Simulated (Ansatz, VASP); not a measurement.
## One calculation of SiNi2, two programs

```xyz
6
Lattice="3.8695 0.0000 0.0000 -1.9348 3.3511 0.0000 0.0000 0.0000 4.9268" Properties=species:S:1:pos:R:3 pbc="T T T"
Si    0.0000    2.2341    3.9294
Si    1.9348    1.1170    0.9974
Ni    0.0000    0.0000    0.0000
Ni    0.0000    0.0000    2.4634
Ni    0.0000    2.2341    1.4942
Ni    1.9348    1.1170    3.4326
```

Change from the starting cell: mode 4 (121.0 1/cm) frozen in, largest displacement +0.263 Å.

Alike in both runs: task single point; functional r2SCAN; k mesh 12 × 12 × 10; occupations gaussian, width 0.15 eV; no spin polarisation.

|  | VASP | Ansatz |
| --- | --- | --- |
| version | VASP 6.6.1 | Ansatz 0.2.0 |
| potentials or method | VASP PAW PBE potentials, release 64 (Si, Ni), cutoff 520 eV | scalar-relativistic, plane waves, PAW |
| valence electrons in the cell | 48 | 80 |

VASP gave:

* gap on the k mesh at the Fermi level (eV): none
* pressure (GPa): -0.7
* traceless stress, the component that is largest in VASP (GPa): -1.93
* rms of the force components (eV/Å): 0.280

Question: What did Ansatz give for the same quantities?

Answer: gap on the k mesh at the Fermi level (eV): none; pressure (GPa): -1.0; traceless stress, the component that is largest in VASP (GPa): -1.93; rms of the force components (eV/Å): 0.284.

VASP's potentials were made for PBE, not for r2SCAN. Atom by atom the forces differ by 0.005 eV/Å (rms over components). A gap of «none» marks a metal or a gap that the smearing closes. VASP's potentials hold 48 valence electrons a cell and Ansatz's 80, so a difference there can come from the potentials and not from the codes.
